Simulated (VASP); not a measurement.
Runs of VASP 6.6.1 on Rh. The structure is that of space group P6_3/mmc (No. 194), or close to it. The cells are those of the table. 

```csv
task,cell,k mesh,cutoff (eV),gap on the mesh (eV),pressure (GPa),largest force (eV/Å)
single point,"a = 3.974, b = 3.974, c = 12.211 Å, angles 90.0, 90.0, 120.0°, 8 atoms",6 × 6 × 2,520,none,0.1,0.01
relaxation of cell and atoms,"relaxed from a = 3.267, b = 3.267, c = 10.670 Å, angles 90.0, 90.0, 120.0°, 8 atoms",6 × 6 × 2,600,none,0.1,0.02
single point,"a = 3.974, b = 3.974, c = 12.211 Å, angles 90.0, 90.0, 120.0°, 8 atoms",12 × 12 × 4,520,none,0.1,-
single point,"a = 3.267, b = 3.267, c = 10.670 Å, angles 90.0, 90.0, 120.0°, 8 atoms",6 × 6 × 2,520,none,(a),0.26
```

Alike in all rows: level PBE; potentials or basis VASP PAW PBE potentials, release 64 (Rh_pv); no spin polarisation; smearing gaussian 0.1 eV.

**Question.** Fill in the values left out.

**Answer.** (a) 254.7.

Caveats: some runs use coarse meshes.

A k mesh can miss the band edges, and the runs leave out spin-orbit coupling on Rh.

A gap of «none» marks levels without a gap at the run's occupations.
